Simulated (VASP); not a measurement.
# C in VASP: relaxation of the atoms with PBE

Aim: the relaxation of the atoms of C with PBE.

All numbers are computed with VASP 6.6.1; they aren't measurements. Logs are shortened: lines on timing, memory, paths and dates and some standing lists are left out, and cuts for length are marked.

## (1) The cell of the first run

The cell holds a slab with vacuum, 12 atoms: a = 2.525 Å, b = 2.525 Å, c = 25.825 Å, α = 90.00°, β = 90.00°, γ = 120.00°.

## (2) Relaxation of the atoms, PBE

INCAR reads:

```
SYSTEM = C
PREC = Accurate
ENCUT = 520
EDIFF = 1E-7
ISMEAR = 0
SIGMA = 0.05
LREAL = .False.
LASPH = .True.
NELM = 80
ALGO = Normal
ISIF = 2
LWAVE = .False.
LCHARG = .False.
LDIPOL = .True.
IDIPOL = 3
DIPOL = 0.5 0.5 0.500
GGA = PE
IBRION = 2
NSW = 80
EDIFFG = -0.02
```

KPOINTS reads:

```
Automatic mesh
0
Gamma
  12 12 1
  0 0 0
```

POSCAR reads:

```
C
1.0
    2.5254132749      0.0000000000      0.0000000000
   -1.2627066375      2.1870720512      0.0000000000
    0.0000000000      0.0000000000     25.8254543482
C
12
Direct
    0.3333333333      0.6666666667      0.2904111540
    0.0000000000      0.0000000000      0.3103719965
    0.0000000000      0.0000000000      0.3702545239
    0.6666666667      0.3333333333      0.3902153664
    0.6666666667      0.3333333333      0.4500978938
    0.3333333333      0.6666666667      0.4700587363
    0.3333333333      0.6666666667      0.5299412637
    0.0000000000      0.0000000000      0.5499021062
    0.0000000000      0.0000000000      0.6097846336
    0.6666666667      0.3333333333      0.6297454761
    0.6666666667      0.3333333333      0.6896280035
    0.3333333333      0.6666666667      0.7095888460
```

Potentials or basis: VASP PAW PBE potentials, release 64 (C).

Launch:

```sh
cat potpaw_PBE.64/C/POTCAR > POTCAR
mpirun -np 1 vasp_std > vasp.out
```

OUTCAR:

```text
SYSTEM = C
   PREC = Accurate
   ENCUT = 520
   EDIFF = 1E-7
   ISMEAR = 0
   LREAL = .False.
   LASPH = .True.
   NELM = 80
   ISIF = 2
   GGA = PE
   IBRION = 2
   NSW = 80
   EDIFFG = -0.02

 ion  position               nearest neighbor table
   1  0.333  0.667  0.290-   2 1.55   2 1.55   2 1.55
   2  0.000  0.000  0.310-   3 1.55   1 1.55   1 1.55   1 1.55
   3  0.000  0.000  0.370-   2 1.55   4 1.55   4 1.55   4 1.55
   4  0.667  0.333  0.390-   5 1.55   3 1.55   3 1.55   3 1.55
   5  0.667  0.333  0.450-   4 1.55   6 1.55   6 1.55   6 1.55
   6  0.333  0.667  0.470-   7 1.55   5 1.55   5 1.55   5 1.55
   7  0.333  0.667  0.530-   6 1.55   8 1.55   8 1.55   8 1.55
   8  0.000  0.000  0.550-   9 1.55   7 1.55   7 1.55   7 1.55
   9  0.000  0.000  0.610-   8 1.55  10 1.55  10 1.55  10 1.55
  10  0.667  0.333  0.630-  11 1.55   9 1.55   9 1.55   9 1.55
  11  0.667  0.333  0.690-  10 1.55  12 1.55  12 1.55  12 1.55
  12  0.333  0.667  0.710-  11 1.55  11 1.55  11 1.55

  LATTYP: Found a hexagonal cell.
 ALAT       =     2.5254132749
 C/A-ratio  =    10.2262289523

  Lattice vectors:

 A1 = (   2.5254132749,   0.0000000000,   0.0000000000)
 A2 = (  -1.2627066375,   2.1870720512,   0.0000000000)
 A3 = (   0.0000000000,   0.0000000000,  25.8254543482)

Analysis of symmetry for initial positions (statically):
=====================================================================
 Subroutine PRICEL returns:
 Original cell was already a primitive cell.

 Routine SETGRP: Setting up the symmetry group for a
 hexagonal supercell.

 Subroutine GETGRP returns: Found 12 space group operations
 (whereof  6 operations were pure point group operations)
 out of a pool of 24 trial point group operations.

The static configuration has the point symmetry C_3v.
 The point group associated with its full space group is D_3d.

Analysis of symmetry for dynamics (positions and initial velocities):
=====================================================================
 Subroutine PRICEL returns:
 Original cell was already a primitive cell.

 Routine SETGRP: Setting up the symmetry group for a
 hexagonal supercell.

 Subroutine GETGRP returns: Found 12 space group operations
 (whereof  6 operations were pure point group operations)
 out of a pool of 24 trial point group operations.

The dynamic configuration has the point symmetry C_3v.
 The point group associated with its full space group is D_3d.

 Subroutine INISYM returns: Found 12 space group operations
 (whereof  6 operations are pure point group operations),
 and found     1 'primitive' translations

----------------------------------------------------------------------------------------

                                     Primitive cell

  volume of cell :     142.6407

  direct lattice vectors                    reciprocal lattice vectors
     2.525413275  0.000000000  0.000000000     0.395974793  0.228616154  0.000000000
    -1.262706638  2.187072051  0.000000000     0.000000000  0.457232307  0.000000000
     0.000000000  0.000000000 25.825454348     0.000000000  0.000000000  0.038721487

  length of vectors
     2.525413275  2.525413275 25.825454348     0.457232307  0.457232307  0.038721487

  position of ions in fractional coordinates (direct lattice)
     0.333333333  0.666666667  0.290411154
     0.000000000  0.000000000  0.310371997
     0.000000000  0.000000000  0.370254524
     0.666666667  0.333333333  0.390215366
     0.666666667  0.333333333  0.450097894
     0.333333333  0.666666667  0.470058736
     0.333333333  0.666666667  0.529941264
     0.000000000  0.000000000  0.549902106
     0.000000000  0.000000000  0.609784634
     0.666666667  0.333333333  0.629745476
     0.666666667  0.333333333  0.689628003
     0.333333333  0.666666667  0.709588846

  ion indices of the primitive-cell ions
   primitive index   ion index
                 1           1
                 2           2
                 3           3
                 4           4
                 5           5
                 6           6
[... 30 lines left out ...]

 Found     19 irreducible k-points:

 Following reciprocal coordinates:
            Coordinates               Weight
  0.000000  0.000000  0.000000      1.000000
  0.083333  0.000000  0.000000      6.000000
  0.166667  0.000000  0.000000      6.000000
  0.250000  0.000000  0.000000      6.000000
  0.333333  0.000000  0.000000      6.000000
  0.416667 -0.000000  0.000000      6.000000
[... 11 lines left out ...]
  0.333333  0.250000  0.000000     12.000000
  0.333333  0.333333  0.000000      2.000000
   k-points           NKPTS =     19   k-points in BZ     NKDIM =     19   number of bands    NBANDS=     31
   number of dos      NEDOS =    301   number of ions     NIONS =     12
   total plane-waves  NPLWV =  76800
   dimension x,y,z NGX =    20 NGY =   20 NGZ =  192
   dimension x,y,z NGXF=    40 NGYF=   40 NGZF=  384
   ions per type =              12
   NGX,Y,Z   is equivalent  to a cutoff of  13.17, 13.17, 12.36 a.u.
   NGXF,Y,Z  is equivalent  to a cutoff of  26.33, 26.33, 24.72 a.u.
 SYSTEM =  C
   PREC   = accura    normal or accurate (medium, high low for compatibility)
   ISTART =      0    job   : 0-new  1-cont  2-samecut
   ICHARG =      2    charge: 1-file 2-atom 10-const
   ISPIN  =      1    spin polarized calculation?
   LNONCOLLINEAR =      F non collinear calculations
   LSORBIT =      F    spin-orbit coupling
   LASPH  =      T    aspherical Exc in radial PAW
   ENCUT  =  520.0 eV  38.22 Ry    6.18 a.u.   4.70  4.70 48.02*2*pi/ulx,y,z
   NELM   =     80;   NELMIN=  2; NELMDL= -5     # of ELM steps
   EDIFF  = 0.1E-06   stopping-criterion for ELM
   LREAL  =      F    real-space projection
   EDIFFG = -.2E-01   stopping-criterion for IOM
   NSW    =     80    number of steps for IOM
   IBRION =      2    ionic relax: 0-MD 1-quasi-New 2-CG
   NFREE  =      1    steps in history (QN), initial steepest desc. (CG)
   ISIF   =      2    stress and relaxation
   ISYM   =      2    0-nonsym 1-usesym 2-fastsym
   POTIM  = 0.5000    time-step for ionic-motion
   TEBEG  =    0.0;   TEEND  =   0.0 temperature during run
   PSTRESS=    0.0 pullay stress
   NELECT =      48.0000    total number of electrons
   NUPDOWN=      -1.0000    fix difference up-down
   EMIN   =  10.00;   EMAX   =-10.00  energy-range for DOS
   EFERMI =   0.00;   METHOD = LEGACY
   ISMEAR =     0;   SIGMA  =   0.05  broadening in eV -4-tet -1-fermi 0-gaus
   EFERMI_NEDOS =   21; number of points for ismear=-14 and -15
   IALGO  =     38    algorithm
   IMIX   =      4    mixing-type and parameters
     AMIX     =   0.40;   BMIX     =  1.00
     AMIX_MAG =   1.60;   BMIX_MAG =  1.00
  volume/ion in A,a.u.               =      11.89        80.22
  Fermi-wavevector in a.u.,A,eV,Ry     =   1.138695  2.151821 17.641671  1.296626
  Thomas-Fermi vector in A             =   2.275399
   LORBIT       =      0    0 simple, 1 ext, 2 COOP (PROOUT), +10 PAW based schemes
   GGA     = PE    functional components
   LHFCALC =     F    Hartree Fock is set to
   AEXX    =    0.0000 exact exchange contribution
   IVDW    =     0    specifies the selected vdW correction
   LEPSILON=     F    determine dielectric tensor
   LRPA    =     F    only Hartree local field effects (RPA)
 conjugate gradient relaxation of ions
 non-spin polarized calculation
 Gauss-broadening in eV      SIGMA  =   0.05
  energy-cutoff  :      520.00
  volume of cell :      142.64
 maximum number of plane-waves:      3889
 NGX is ok and might be reduce to    20
   NGX =  9   NGY =  9   NGZ = 97

 dipolmoment           0.000000      0.000000     -0.000000 electrons x Angstroem

--------------------------------------- Ionic step        1  -------------------------------------------

 number of electron      48.0000000 magnetization

 Free energy of the ion-electron system (eV)
  ---------------------------------------------------
  ext. energy  EPLUGINS =         0.00000000
  ---------------------------------------------------
  free energy    TOTEN  =      -104.16133701 eV

  energy without entropy =     -104.13816787  energy(sigma->0) =     -104.14975244

------------------------ aborting loop because EDIFF is reached ----------------------------------------

  FORCE on cell =-STRESS in cart. coord.  units (eV):
  Direction    XX          YY          ZZ          XY          YZ          ZX
  --------------------------------------------------------------------------------------
  -------------------------------------------------------------------------------------
  Total       -0.2833460     -0.2833460     -1.9956021      0.0000000      0.0000000      0.0000000
  in kB       -3.1826152     -3.1826152    -22.4151167      0.0000000      0.0000000      0.0000000
  external PRESSURE =      -9.5934490 kB  Pullay stress =       0.0000000 kB
[... 119 lines left out ...]
  FREE ENERGIE OF THE ION-ELECTRON SYSTEM (eV)
  ---------------------------------------------------
  free  energy   TOTEN  =      -105.2101519250 eV

  energy  without entropy=     -105.2048126270  energy(sigma->0) =     -105.20748228

[... ionic steps 4 to 8 ...]

--------------------------------------- Ionic step        9  -------------------------------------------

 number of electron      47.9999999 magnetization

------------------------ aborting loop because EDIFF is reached ----------------------------------------
[... 87 lines left out ...]
--------------------------------------- Ionic step       11  -------------------------------------------

 number of electron      47.9999999 magnetization

 dipolmoment           0.000000      0.000000      0.000000 electrons x Angstroem

 Free energy of the ion-electron system (eV)
  ---------------------------------------------------
  ext. energy  EPLUGINS =         0.00000000
  ---------------------------------------------------
  free energy    TOTEN  =      -105.21377902 eV

  energy without entropy =     -105.20883614  energy(sigma->0) =     -105.21130758

 E-fermi :   2.8494     XC(G=0):  -6.9540

 val. band max:        2.8415388668   @ k =   0.3333   0.0000   0.0000
 cond. band min:       2.8817760359   @ k =   0.3333   0.0000   0.0000
 fundamental gap:      0.0402371691
 Fermi energy:         2.8493727109

 k-point     1 :       0.0000    0.0000    0.0000
  band No.  band energies     occupation
      1     -20.3190      2.00000
      2     -19.5282      2.00000
      3     -18.5204      2.00000
      4     -17.3761      2.00000
      5     -16.0415      2.00000
      6     -14.9286      2.00000
[... 635 lines left out ...]
     30       9.5364      0.00000
     31      10.8118      0.00000

------------------------ aborting loop because EDIFF is reached ----------------------------------------

 vacuum level on the upper side and lower side of the slab       (xc-potential included)        -0.008        -0.008

  FORCE on cell =-STRESS in cart. coord.  units (eV):
  Direction    XX          YY          ZZ          XY          YZ          ZX
  --------------------------------------------------------------------------------------
  -------------------------------------------------------------------------------------
  Total        0.1484318      0.1484318     -0.0465158     -0.0000000      0.0000000      0.0000000
  in kB        1.6672247      1.6672247     -0.5224770     -0.0000000      0.0000000      0.0000000
  external PRESSURE =       0.9373241 kB  Pullay stress =       0.0000000 kB
[... 27 lines left out ...]
  FREE ENERGIE OF THE ION-ELECTRON SYSTEM (eV)
  ---------------------------------------------------
  free  energy   TOTEN  =      -105.2137790243 eV

  energy  without entropy=     -105.2088361403  energy(sigma->0) =     -105.21130758

 reached required accuracy - stopping structural energy minimisation

 vacuum level on the upper side and lower side of the slab         7.572         7.572
```

Wall time 23 min (1 thread of Oxide Virtual Turin-like, shared host); peak memory 0.25 GiB.

What came out:

```yaml
Free_energy: -105.2138 eV
Energy_gained_by_relaxing: 87.7 meV/atom
Ionic_steps: 11
Largest_force_after_relaxing: 0.018 eV/Å
Band_gap_on_the_k_mesh: zero (bands 24 and 25 overlap by 0.71 eV)
```

Forces on the atoms (eV/Å):
```
C    0.000  0.000 -0.001
C    0.000  0.000  0.000
C    0.000  0.000  0.005
C    0.000  0.000 -0.018
C    0.000  0.000  0.013
C    0.000  0.000  0.012
C    0.000  0.000 -0.012
C    0.000  0.000 -0.013
C    0.000  0.000  0.018
C    0.000  0.000 -0.005
C    0.000  0.000  0.000
C    0.000  0.000  0.001
```

Step by step:
```
step  energy change (eV)  largest force (eV/Å)  pressure (GPa)
   1              0.0000                4.6835           -0.96
   2             -0.6937                2.1720            1.15
   3             -1.0488                0.2014            0.10
   4             -1.0487                0.2027            0.07
   5             -1.0490                0.3856            0.07
   6             -1.0510                0.1153            0.07
   7             -1.0522                0.0828            0.10
   8             -1.0522                0.0636            0.09
   9             -1.0524                0.0352            0.11
  10             -1.0524                0.0206            0.10
  11             -1.0524                0.0184            0.09
```

Final structure:
```cif
data_structure
_symmetry_space_group_name_H-M 'P 1'
_symmetry_Int_Tables_number 1
_cell_length_a 2.5254
_cell_length_b 2.5254
_cell_length_c 25.8255
_cell_angle_alpha 90.000
_cell_angle_beta 90.000
_cell_angle_gamma 120.000
_cell_volume 142.64
loop_
_atom_site_label
_atom_site_type_symbol
_atom_site_fract_x
_atom_site_fract_y
_atom_site_fract_z
_atom_site_occupancy
C1 C 0.33333 0.66667 0.29511 1
C2 C 0.00000 0.00000 0.30539 1
C3 C 0.00000 0.00000 0.37074 1
C4 C 0.66667 0.33333 0.38961 1
C5 C 0.66667 0.33333 0.45011 1
C6 C 0.33333 0.66667 0.46996 1
C7 C 0.33333 0.66667 0.53004 1
C8 C 0.00000 0.00000 0.54989 1
C9 C 0.00000 0.00000 0.61039 1
C10 C 0.66667 0.33333 0.62926 1
C11 C 0.66667 0.33333 0.69461 1
C12 C 0.33333 0.66667 0.70489 1
```
